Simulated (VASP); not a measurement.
Write the native input for VASP 6.6.1 that does the following.

```
Task                   : single point
Functional             : PBEsol
Potentials or basis    : VASP PAW PBE potentials, release 64 (Ti_sv, Al)
Cutoff                 : 520 eV
k mesh                 : 22 × 22 × 22
Occupations            : gaussian, width 0.15 eV
Spin                   : no spin polarisation
Dipole correction      : no
Further INCAR settings : ALGO = Fast; EDIFF = 1e-07; NBANDS = 14
```

The structure of TiAl lies in POSCAR:

```
TiAl
1.0
    3.0577689429      0.0000000000      0.0000000000
    0.0000000000      3.0577689429      0.0000000000
    0.0000000000      0.0000000000      3.3635458372
Ti Al
1 1
Direct
    0.0000000000      0.0000000000      0.0000000000
    0.5000000000      0.5000000000      0.5000000000
```

This cell differs from its parent crystal: ratio of the length along z to the lengths across it x 1.1, volume and fractional coordinates fixed.

These files were run (other wordings do the same):

INCAR

```
SYSTEM = TiAl
PREC     = Accurate       ! precision mode
ENCUT    = 520            ! plane-wave cutoff, eV
EDIFF    = 1E-7           ! SCF threshold, eV
ISMEAR   = 0              ! smearing method
SIGMA    = 0.15           ! smearing width, eV
LREAL    = .False.        ! projectors in reciprocal space
LASPH    = .True.         ! aspherical terms in the spheres
NELM     = 80             ! most SCF steps
ALGO     = Fast           ! electronic algorithm
ISIF     = 2              ! what is computed and relaxed
LWAVE    = .False.        ! write WAVECAR
LCHARG   = .True.         ! write CHGCAR
GGA      = PS             ! functional
LELF     = .True.         ! ELF
LVHAR    = .True.       
NBANDS   = 14             ! bands
```

KPOINTS

```
Automatic mesh
0
Gamma
  22 22 22
  0 0 0
```

Potentials or basis: VASP PAW PBE potentials, release 64 (Ti_sv, Al).

Launch:

```sh
$ cat potpaw_PBE.64/Ti_sv/POTCAR potpaw_PBE.64/Al/POTCAR > POTCAR
$ mpirun -np 1 vasp_std > vasp.out
```

It gave:

| Property | Result |
| --- | --- |
| Pressure | 0.2 GPa |

Caveat: the PAW data sets were made with another functional, which shifts forces and pressure a little.

Run time: 15 min on 1 thread of Intel(R) Xeon(R) Platinum 8175M CPU @ 2.50GHz (Skylake/Cascade Lake), on a shared host, peak memory 0.51 GiB.
